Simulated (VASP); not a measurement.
Write the native input for VASP 6.6.1 that does the following.

```yaml
Task: relaxation of cell and atoms
Functional: PBE
Potentials_or_basis: VASP PAW PBE potentials, release 64 (Sr_sv, Te, O)
Cutoff: 600 eV
k_mesh: 6 × 6 × 4
Occupations: gaussian, width 0.1 eV
Spin: no spin polarisation
Dipole_correction: no
Further_INCAR_settings: ALGO = Normal; EDIFF = 1e-07; IBRION = 2; EDIFFG = -0.04; NSW = 90; ISIF = 3
```

The structure of Sr2TeO lies in POSCAR:

```
Sr2TeO
1.0
    3.8496809900      0.0000000000      0.0000000000
   -1.9248404900      3.3339215300      0.0000000000
    0.0000000000      0.0000000000      5.9670055300
Sr Te O
2 1 1
Direct
    0.0000000000      0.0000000000      0.7500000000
    0.0000000000      0.0000000000      0.2500000000
    0.3333333300      0.6666666700      0.0000000000
    0.6666666700      0.3333333300      0.5000000000
```

One way to write it, as run:

INCAR

```
SYSTEM = Sr2TeO
  ALGO = Normal
  EDIFF = 1E-7
  EDIFFG = -0.04
  ENCUT = 600
  GGA = PE
  IBRION = 2
  ISIF = 3
  ISMEAR = 0
  LASPH = .True.
  LCHARG = .False.
  LREAL = .False.
  LWAVE = .False.
  NELM = 60
  NSW = 90
  PREC = Accurate
  SIGMA = 0.1
```

KPOINTS

```
k-points
0
Gamma
  6 6 4
  0 0 0
```

Potentials or basis: VASP PAW PBE potentials, release 64 (Sr_sv, Te, O).

Run with:

```bash
$ cat potpaw_PBE.64/Sr_sv/POTCAR potpaw_PBE.64/Te/POTCAR potpaw_PBE.64/O/POTCAR > POTCAR
$ mpirun -np 1 vasp_std > vasp.out
```

It gave:

```
Relaxed volume                        : 26.85 Å³/atom
Relaxed cell                          : a = 4.070 Å, b = 4.070 Å, c = 7.486 Å, α = 90.00°, β = 90.00°, γ = 120.00°
Space group after relaxing (to 0.1 Å) : P-6m2 (No. 187)
Energy gained by relaxing             : 1439.5 meV/atom
Ionic steps                           : 12
Pressure after relaxing               : 0.1 GPa
Band gap on the k mesh                : 0.66 eV
```

Caveat: the volume moved by over 15 % at a fixed basis, so the end points are rough; spin-orbit coupling is left out, which moves the levels of the heavy elements.

Run time: 4.8 min on 1 thread of AMD EPYC 7R13 Processor (Zen 3), with other jobs on the host, peak memory 0.22 GiB.
